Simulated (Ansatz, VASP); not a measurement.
# Two plane-wave programs on Hf3Ta2F

```
Hf Ta F
1.0
     4.00753    0.00000    0.00000
    -2.00376    3.47062    0.00000
     0.00000    0.00000    8.93035
Hf Ta F
3 2 1
Direct
  0.00000 0.00000 0.00000
  0.33333 0.66667 0.50000
  0.33333 0.66667 0.00000
  0.66667 0.33333 0.75227
  0.66667 0.33333 0.24773
  0.00000 0.00000 0.50000
```

Change from the starting cell: species swapped into the Sr2AlGa3 type (P-6m2, No. 187).

Alike in both runs: task relaxation of cell and atoms; functional PBE; k mesh 6 × 6 × 2; occupations gaussian, width 0.1 eV; no spin polarisation.

```csv
,VASP,Ansatz
version,VASP 6.6.1,Ansatz 0.2.0
potentials or method,"VASP PAW PBE potentials, release 64 (Hf_pv, Ta_pv, F), cutoff 600 eV","scalar-relativistic, plane waves, PAW"
valence electrons in the cell,59,111
```

|  | VASP | Ansatz | Ansatz less VASP |
| --- | --- | --- | --- |
| gap on the k mesh at the Fermi level, each at its own relaxed structure (eV) | none | none | - |
| relaxed volume (Å³/atom) | 19.41 | 19.47 | +0.062 |
| relaxed length of the cell vector where the two differ most in proportion (Å) | 5.753 | 5.733 | -0.0203 |

A gap of «none» marks a metal or a gap that the smearing closes. VASP's potentials hold 59 valence electrons a cell and Ansatz's 111, so a difference there can come from the potentials and not from the codes.

Spin-orbit coupling is off throughout.
